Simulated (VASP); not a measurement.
Mg3ZrN, 5 atoms in the cell. Symmetry: P4/mmm, No. 123, tetragonal system. The conventional cell has a = 5.374 Å, b = 5.374 Å, c = 3.193 Å, α = 90.00°, β = 90.00°, γ = 90.00°. Mg (site symmetry mmm) has 4 Mg at 2.69 to 3.19 Å and 4 Zr at 3.13 Å and 4 N at 3.13 Å within 3.5 Å. Mg (site symmetry 4/mmm) has 2 N at 1.60 Å within 2.1 Å. Zr (site symmetry 4/mmm) has 16 Mg at 3.13 to 4.12 Å and 2 Zr at 3.19 Å and 4 N at 3.80 Å within 4.2 Å. N (site symmetry 4/mmm) has 2 Mg at 1.60 Å within 2.1 Å. The cell was generated, and may not be a known phase.

| Item | Value |
| --- | --- |
| Program | VASP 6.6.1 |
| Task | single point |
| Functional | PBE |
| Potentials or basis | VASP PAW PBE potentials, release 64 (Mg_sv, Zr_sv, N) |
| Cutoff | 840 eV |
| k mesh | 4 × 4 × 6 |
| Occupations | gaussian, width 0.1 eV |
| Spin | no spin polarisation |
| Dipole correction | no |
| Further INCAR settings | ALGO = Normal; EDIFF = 1e-06; NBANDS = 32 |

Potentials or basis: VASP PAW PBE potentials, release 64 (Mg_sv, Zr_sv, N).

Command:

```bash
$ cat potpaw_PBE.64/Mg_sv/POTCAR potpaw_PBE.64/Zr_sv/POTCAR potpaw_PBE.64/N/POTCAR > POTCAR
$ mpirun -np 1 vasp_std > vasp.out
```

Hardware: 1 thread of Intel(R) Xeon(R) Platinum 8259CL CPU @ 2.50GHz (Skylake/Cascade Lake), with other jobs on the host.

**Question.** Estimate the wall time of this run.

**Answer.** It took 3.4 min on 1 thread of Intel(R) Xeon(R) Platinum 8259CL CPU @ 2.50GHz (Skylake/Cascade Lake), on a shared host, peak memory 0.36 GiB. Counts: scf iterations 16, k points 24.
